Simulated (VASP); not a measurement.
The system is BeSnAs4.

```
Be Sn As
1.0
     0.00000    3.94728    3.94728
     3.94728    0.00000    3.94728
     3.94728    3.94728    0.00000
Be Sn As
1 1 4
Direct
  0.75000 0.75000 0.75000
  0.00000 0.00000 0.00000
  0.37532 0.37532 0.37532
  0.37532 0.87403 0.37532
  0.37532 0.37532 0.87403
  0.87403 0.37532 0.37532
```

```yaml
Program: VASP 6.6.1
Task: relaxation of cell and atoms
Functional: PBE
Potentials_or_basis: VASP PAW PBE potentials, release 64 (Be, Sn_d, As)
Cutoff: 600 eV
k_mesh: 8 × 8 × 8
Occupations: gaussian, width 0.1 eV
Spin: no spin polarisation
```

At the start: pressure 1.5 GPa; volume 20.50 Å³/atom.

**Question.** How do energy, volume and symmetry change on relaxing?

**Answer.** Over 6 steps the energy falls by 2.3 meV/atom and the volume is 20.97 Å³/atom (+2.3 %); space group F-43m (No. 216, to 0.05 Å).

The path:
```csv
step,energy change (eV),largest force (eV/Å),pressure (GPa),volume (Å³)
1,0.0000,0.0191,1.54,123.01
2,-0.0132,0.0170,-0.31,126.55
3,-0.0138,0.0169,0.00,125.92
4,-0.0138,0.0169,-0.04,125.98
5,-0.0139,0.0132,0.01,125.90
6,-0.0139,0.0098,0.05,125.83
```

Final structure:
```
Be Sn As
1.0
     0.00000    3.97723    3.97723
     3.97723    0.00000    3.97723
     3.97723    3.97723    0.00000
Be Sn As
1 1 4
Direct
  0.75000 0.75000 0.75000
  0.00000 0.00000 0.00000
  0.37549 0.37549 0.37549
  0.37549 0.87353 0.37549
  0.37549 0.37549 0.87353
  0.87353 0.37549 0.37549
```
